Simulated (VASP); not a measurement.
# C (P6_3/mmc) in VASP: a series of runs

C is run at these levels: PBE, HSE06; tasks: single point.

Program: VASP 6.6.1. These are calculated values, not measurements. Logs are shortened: lines on timing, memory, paths and dates and some standing lists are left out, and cuts for length are marked.

## (1) The cell of the first run

It takes space group P6_3/mmc (No. 194, hexagonal). The conventional cell has a = 2.466 Å, b = 2.466 Å, c = 8.207 Å, α = 90.00°, β = 90.00°, γ = 120.00°. Within 1.9 Å of C (site symmetry -6m2) lie 3 C at 1.42 Å. C (site symmetry -6m2) has 3 C at 1.42 Å within 1.9 Å.

## (2) Single point, PBE

INCAR

```
SYSTEM = C
PREC     = Accurate       ! precision mode
ENCUT    = 520            ! plane-wave cutoff, eV
EDIFF    = 1E-7           ! SCF threshold, eV
ISMEAR   = 0              ! smearing method
SIGMA    = 0.05           ! smearing width, eV
LREAL    = .FALSE.        ! projectors in reciprocal space
LASPH    = .TRUE.         ! aspherical terms in the spheres
NELM     = 60             ! most SCF steps
ALGO     = Normal         ! electronic algorithm
ISIF     = 2              ! what is computed and relaxed
LWAVE    = .FALSE.        ! write WAVECAR
LCHARG   = .FALSE.        ! write CHGCAR
GGA      = PE             ! functional
NBANDS   = 16             ! bands
```

KPOINTS

```
Automatic mesh
0
G
  10 10 4
  0 0 0
```

POSCAR

```
C
1.0
    2.4663887346      0.0000000000      0.0000000000
   -1.2331943673      2.1359552998      0.0000000000
    0.0000000000      0.0000000000      8.2065934666
C
4
Direct
    0.0000000000      0.0000000000      0.2500000000
    0.0000000000      0.0000000000      0.7500000000
    0.3333333333      0.6666666667      0.2500000000
    0.6666666667      0.3333333333      0.7500000000
```

Potentials or basis: VASP PAW PBE potentials, release 64 (C).

On the command line:

```bash
> cat potpaw_PBE.64/C/POTCAR > POTCAR
> mpirun -np 1 vasp_std > vasp.out
```

OUTCAR:

```text
SYSTEM = C
   PREC = Accurate
   ENCUT = 520
   EDIFF = 1E-7
   ISMEAR = 0
   LREAL = .FALSE.
   LASPH = .TRUE.
   NELM = 60
   ISIF = 2
   GGA = PE

 ion  position               nearest neighbor table
   1  0.000  0.000  0.250-   3 1.42   3 1.42   3 1.42
   2  0.000  0.000  0.750-   4 1.42   4 1.42   4 1.42
   3  0.333  0.667  0.250-   1 1.42   1 1.42   1 1.42
   4  0.667  0.333  0.750-   2 1.42   2 1.42   2 1.42

  LATTYP: Found a hexagonal cell.
 ALAT       =     2.4663887346
 C/A-ratio  =     3.3273722635

  Lattice vectors:

 A1 = (   2.4663887346,   0.0000000000,   0.0000000000)
 A2 = (  -1.2331943673,   2.1359552998,   0.0000000000)
 A3 = (   0.0000000000,   0.0000000000,   8.2065934666)

Analysis of symmetry for initial positions (statically):
=====================================================================
 Subroutine PRICEL returns:
 Original cell was already a primitive cell.

 Routine SETGRP: Setting up the symmetry group for a
 hexagonal supercell.

 Subroutine GETGRP returns: Found 24 space group operations
 (whereof 12 operations were pure point group operations)
 out of a pool of 24 trial point group operations.

The static configuration has the point symmetry D_3d.
 The point group associated with its full space group is D_6h.

Analysis of symmetry for dynamics (positions and initial velocities):
=====================================================================
 Subroutine PRICEL returns:
 Original cell was already a primitive cell.

 Routine SETGRP: Setting up the symmetry group for a
 hexagonal supercell.

 Subroutine GETGRP returns: Found 24 space group operations
 (whereof 12 operations were pure point group operations)
 out of a pool of 24 trial point group operations.

The dynamic configuration has the point symmetry D_3d.
 The point group associated with its full space group is D_6h.

 Subroutine INISYM returns: Found 24 space group operations
 (whereof 12 operations are pure point group operations),
 and found     1 'primitive' translations

----------------------------------------------------------------------------------------

                                     Primitive cell

  volume of cell :      43.2331

[... 85 lines left out ...]
   ICHARG =      2    charge: 1-file 2-atom 10-const
   ISPIN  =      1    spin polarized calculation?
   LNONCOLLINEAR =      F non collinear calculations
   LSORBIT =      F    spin-orbit coupling
   LASPH  =      T    aspherical Exc in radial PAW
   ENCUT  =  520.0 eV  38.22 Ry    6.18 a.u.   4.59  4.59 15.26*2*pi/ulx,y,z
   NELM   =     60;   NELMIN=  2; NELMDL= -5     # of ELM steps
   EDIFF  = 0.1E-06   stopping-criterion for ELM
   LREAL  =      F    real-space projection
   EDIFFG = 0.1E-05   stopping-criterion for IOM
   NSW    =      0    number of steps for IOM
   IBRION =     -1    ionic relax: 0-MD 1-quasi-New 2-CG
   NFREE  =      0    steps in history (QN), initial steepest desc. (CG)
   ISIF   =      2    stress and relaxation
   ISYM   =      2    0-nonsym 1-usesym 2-fastsym
   POTIM  = 0.5000    time-step for ionic-motion
   TEBEG  =    0.0;   TEEND  =   0.0 temperature during run
   PSTRESS=    0.0 pullay stress
   NELECT =      16.0000    total number of electrons
   NUPDOWN=      -1.0000    fix difference up-down
   EMIN   =  10.00;   EMAX   =-10.00  energy-range for DOS
   EFERMI =   0.00;   METHOD = LEGACY
   ISMEAR =     0;   SIGMA  =   0.05  broadening in eV -4-tet -1-fermi 0-gaus
   EFERMI_NEDOS =   21; number of points for ismear=-14 and -15
   IALGO  =     38    algorithm
   IMIX   =      4    mixing-type and parameters
     AMIX     =   0.40;   BMIX     =  1.00
     AMIX_MAG =   1.60;   BMIX_MAG =  1.00
  volume/ion in A,a.u.               =      10.81        72.94
  Fermi-wavevector in a.u.,A,eV,Ry     =   1.175374  2.221134 18.796493  1.381503
  Thomas-Fermi vector in A             =   2.311755
   LORBIT       =      0    0 simple, 1 ext, 2 COOP (PROOUT), +10 PAW based schemes
   GGA     = PE    functional components
   LHFCALC =     F    Hartree Fock is set to
   AEXX    =    0.0000 exact exchange contribution
   IVDW    =     0    specifies the selected vdW correction
   LEPSILON=     F    determine dielectric tensor
   LRPA    =     F    only Hartree local field effects (RPA)
 non-spin polarized calculation
 Gauss-broadening in eV      SIGMA  =   0.05
  energy-cutoff  :      520.00
  volume of cell :       43.23
 maximum number of plane-waves:      1186
   NGX =  9   NGY =  9   NGZ = 31

 number of electron      15.9999995 magnetization

 Free energy of the ion-electron system (eV)
  ---------------------------------------------------
  ext. energy  EPLUGINS =         0.00000000
  ---------------------------------------------------
  free energy    TOTEN  =       -36.91440131 eV

  energy without entropy =      -36.91440131  energy(sigma->0) =      -36.91440131

 E-fermi :   2.4575     XC(G=0):  -8.9650

 val. band max:        2.1912489451   @ k =   0.3000   0.3000   0.0000
 cond. band min:       3.9942937691   @ k =   0.3000   0.3000   0.0000
 fundamental gap:      1.8030448240
 Fermi energy:         2.4575334934

 k-point     1 :       0.0000    0.0000    0.0000
  band No.  band energies     occupation
      1     -16.4739      2.00000
      2     -16.4219      2.00000
      3      -4.8457      2.00000
      4      -4.2255      2.00000
      5       0.0238      2.00000
      6       0.0238      2.00000
[... 433 lines left out ...]
      3      -9.2964      2.00000
      4      -9.2788      2.00000
      5      -4.0325      2.00000
      6      -4.0260      2.00000
[... 8 lines left out ...]
     15      15.6549      0.00000
     16      16.5583      0.00000

 [... further k-points ...]
[... 5 lines left out ...]
  --------------------------------------------------------------------------------------
  -------------------------------------------------------------------------------------
  Total        0.1476482      0.1476482      0.0304708      0.0000000      0.0000000     -0.0000000
  in kB        5.4716973      5.4716973      1.1292187      0.0000000      0.0000000     -0.0000000
  external PRESSURE =       4.0242045 kB  Pullay stress =       0.0000000 kB

 VOLUME and BASIS-vectors are now :
 -----------------------------------------------------------------------------
  energy-cutoff  :      520.00
  volume of cell :       43.23
      direct lattice vectors                 reciprocal lattice vectors
     2.466388735  0.000000000  0.000000000     0.405451090  0.234087296  0.000000000
    -1.233194367  2.135955300  0.000000000     0.000000000  0.468174592  0.000000000
     0.000000000  0.000000000  8.206593467     0.000000000  0.000000000  0.121853240

 POSITION                                       TOTAL-FORCE (eV/Angst)
 -----------------------------------------------------------------------------------
      0.00000      0.00000      2.05165         0.000000     -0.000000     -0.000000
      0.00000      0.00000      6.15495        -0.000000      0.000000     -0.000000
     -0.00000      1.42397      2.05165         0.000000      0.000000      0.000000
      1.23319      0.71199      6.15495         0.000000     -0.000000     -0.000000
 -----------------------------------------------------------------------------------
    total drift:                                0.000000     -0.000000      0.000000

  FREE ENERGIE OF THE ION-ELECTRON SYSTEM (eV)
  ---------------------------------------------------
  free  energy   TOTEN  =       -36.9144013081 eV

  energy  without entropy=      -36.9144013081  energy(sigma->0) =      -36.91440131
```

Run time: 21 s. Hardware: 1 thread of Intel Xeon Platinum 8259CL at 2.50GHz (Skylake/Cascade Lake), shared host; peak memory 0.15 GiB.

What came out:

```yaml
Free_energy: -36.9144 eV
Pressure: 0.4 GPa
```

Stress tensor (GPa, compression positive):
```
0.55 0.00 0.00
0.00 0.55 0.00
0.00 0.00 0.11
```

Caveat: this functional lacks dispersion, which binds layers or chains, so the pressure and a relaxed spacing across them are unreliable.

## (3) Single point, HSE06 (10.47 Å³/atom)

This run uses another cell than the first one, of 10.47 Å³/atom.

POSCAR

```
C
1.0
    2.4493845168      0.0000000000      0.0000000000
   -1.2246922584      2.1212292151      0.0000000000
    0.0000000000      0.0000000000      8.0577224293
C
4
Direct
    0.0000000000      0.0000000000      0.2500000000
    0.0000000000      0.0000000000      0.7500000000
    0.3333333333      0.6666666667      0.2500000000
    0.6666666667      0.3333333333      0.7500000000
```

INCAR.step1

```
SYSTEM = C
  PREC = Accurate
  ENCUT = 520
  EDIFF = 1E-5
  ISMEAR = 0
  SIGMA = 0.05
  LREAL = .FALSE.
  LASPH = .TRUE.
  NELM = 80
  ALGO = Normal
  ISIF = 2
  LWAVE = .TRUE.
  LCHARG = .FALSE.
  GGA = PE
  NBANDS = 16
```

INCAR.step2

```
SYSTEM = C
  PREC = Accurate
  ENCUT = 520
  EDIFF = 1E-6
  ISMEAR = 0
  SIGMA = 0.05
  LREAL = .FALSE.
  LASPH = .TRUE.
  NELM = 80
  ALGO = Normal
  ISIF = 2
  LWAVE = .FALSE.
  LCHARG = .FALSE.
  GGA = PE
  LHFCALC = .TRUE.
  HFSCREEN = 0.2079
  PRECFOCK = Normal
  ISTART = 1
  NBANDS = 16
```

KPOINTS

```
Automatic mesh
0
G
  8 8 2
  0 0 0
```

Potentials or basis: VASP PAW PBE potentials, release 64 (C).

On the command line:

```bash
> cat potpaw_PBE.64/C/POTCAR > POTCAR
> cp INCAR.step1 INCAR
> mpirun -np 1 vasp_std > vasp.out
> cp INCAR.step2 INCAR
> mpirun -np 1 vasp_std > vasp.out
```

OUTCAR:

```text
SYSTEM = C
   PREC = Accurate
   ENCUT = 520
   EDIFF = 1E-6
   ISMEAR = 0
   LREAL = .FALSE.
   LASPH = .TRUE.
   NELM = 80
   ISIF = 2
   GGA = PE
   LHFCALC = .TRUE.
   HFSCREEN = 0.2079
   PRECFOCK = Normal
   ISTART = 1

 ion  position               nearest neighbor table
   1  0.000  0.000  0.250-   3 1.41   3 1.41   3 1.41
   2  0.000  0.000  0.750-   4 1.41   4 1.41   4 1.41
   3  0.333  0.667  0.250-   1 1.41   1 1.41   1 1.41
   4  0.667  0.333  0.750-   2 1.41   2 1.41   2 1.41

  LATTYP: Found a hexagonal cell.
 ALAT       =     2.4493845168
 C/A-ratio  =     3.2896927265

  Lattice vectors:

 A1 = (   2.4493845168,   0.0000000000,   0.0000000000)
 A2 = (  -1.2246922584,   2.1212292151,   0.0000000000)
 A3 = (   0.0000000000,   0.0000000000,   8.0577224293)

Analysis of symmetry for initial positions (statically):
=====================================================================
 Subroutine PRICEL returns:
 Original cell was already a primitive cell.

 Routine SETGRP: Setting up the symmetry group for a
 hexagonal supercell.

 Subroutine GETGRP returns: Found 24 space group operations
 (whereof 12 operations were pure point group operations)
 out of a pool of 24 trial point group operations.

The static configuration has the point symmetry D_3d.
 The point group associated with its full space group is D_6h.

Analysis of symmetry for dynamics (positions and initial velocities):
=====================================================================
 Subroutine PRICEL returns:
 Original cell was already a primitive cell.

 Routine SETGRP: Setting up the symmetry group for a
 hexagonal supercell.

 Subroutine GETGRP returns: Found 24 space group operations
 (whereof 12 operations were pure point group operations)
 out of a pool of 24 trial point group operations.
[... 126 lines left out ...]
   GGA     = PE    functional components
   LHFCALC =     T    Hartree Fock is set to
   PRECFOCK=normal    Normal, Fast or Accurate (Low or Medium for compatibility)
   ENCUT4O =  -1.0   cutoff for four orbital integrals eV
   NKREDX  =     1    reduce k-point grid by
   NKREDY  =     1    reduce k-point grid by
   NKREDZ  =     1    reduce k-point grid by
   AEXX    =    0.2500 exact exchange contribution
   HFSCREEN=    0.2079 screening length (either q_TF or 0.3 A-1)
   HFSCREENC=   0.2079 screening length for correlation (either q_TF or 0.3 A-1)
   ENCUTFOCK=  -1.0 apply spherical cutoff to Coloumb kernel
   IVDW    =     0    specifies the selected vdW correction
   LEPSILON=     F    determine dielectric tensor
   LRPA    =     F    only Hartree local field effects (RPA)
 non-spin polarized calculation
 Gauss-broadening in eV      SIGMA  =   0.05
  energy-cutoff  :      520.00
  volume of cell :       41.87
 maximum number of plane-waves:      1151
  NGX = 14; NGY = 14; NGZ = 48

 number of electron      15.9999995 magnetization

 Free energy of the ion-electron system (eV)
  ---------------------------------------------------
  ext. energy  EPLUGINS =         0.00000000
  ---------------------------------------------------
  free energy    TOTEN  =       -42.34617796 eV

  energy without entropy =      -42.34617796  energy(sigma->0) =      -42.34617796

 E-fermi :   2.3746     XC(G=0):  -7.5788

 val. band max:        2.1148488601   @ k =   0.3750   0.2500   0.0000
 cond. band min:       4.4484225503   @ k =   0.3750   0.2500   0.5000
 fundamental gap:      2.3335736902
 Fermi energy:         2.3745996385

 k-point     1 :       0.0000    0.0000    0.0000
  band No.  band energies     occupation
      1     -18.9935      2.00000
      2     -18.9292      2.00000
      3      -6.0897      2.00000
      4      -5.3507      2.00000
      5      -0.7394      2.00000
      6      -0.7394      2.00000
[... 357 lines left out ...]
      3     -11.1299      2.00000
      4     -11.1299      2.00000
      5      -8.1044      2.00000
      6      -8.1044      2.00000
[... 8 lines left out ...]
     15      17.1269      0.00000
     16      17.1269      0.00000

------------------------ aborting loop because EDIFF is reached ----------------------------------------

  FORCE on cell =-STRESS in cart. coord.  units (eV):
  Direction    XX          YY          ZZ          XY          YZ          ZX
  --------------------------------------------------------------------------------------
  -------------------------------------------------------------------------------------
  Total        0.2534622      0.2534622     -0.0076397     -0.0000000      0.0000000     -0.0000000
  in kB        9.6998931      9.6998931     -0.2923693     -0.0000000      0.0000000     -0.0000000
  external PRESSURE =       6.3691390 kB  Pullay stress =       0.0000000 kB

 VOLUME and BASIS-vectors are now :
 -----------------------------------------------------------------------------
  energy-cutoff  :      520.00
  volume of cell :       41.87
      direct lattice vectors                 reciprocal lattice vectors
     2.449384517  0.000000000  0.000000000     0.408265829  0.235712386  0.000000000
    -1.224692258  2.121229215  0.000000000     0.000000000  0.471424772  0.000000000
     0.000000000  0.000000000  8.057722429     0.000000000  0.000000000  0.124104548

 POSITION                                       TOTAL-FORCE (eV/Angst)
 -----------------------------------------------------------------------------------
      0.00000      0.00000      2.01443        -0.000000      0.000000     -0.000000
      0.00000      0.00000      6.04329         0.000000      0.000000     -0.000000
     -0.00000      1.41415      2.01443        -0.000000      0.000000      0.000000
      1.22469      0.70708      6.04329        -0.000000     -0.000000      0.000000
 -----------------------------------------------------------------------------------
    total drift:                                0.000000     -0.000000     -0.000000

  FREE ENERGIE OF THE ION-ELECTRON SYSTEM (eV)
  ---------------------------------------------------
  free  energy   TOTEN  =       -42.3461779565 eV

  energy  without entropy=      -42.3461779565  energy(sigma->0) =      -42.34617796
```

Wall time 14 min (1 thread of Intel Xeon Platinum 8259CL at 2.50GHz (Skylake/Cascade Lake), shared host); peak memory 0.26 GiB.

Results:

| Quantity | Value |
| --- | --- |
| Free energy | -42.3462 eV |
| Pressure | 0.6 GPa |

Caveat: this functional lacks dispersion, which binds layers or chains, so the pressure and a relaxed spacing across them are unreliable; the PAW data sets were made with another functional, which shifts forces and pressure a little.

(Part 1 of 2 ends here.)
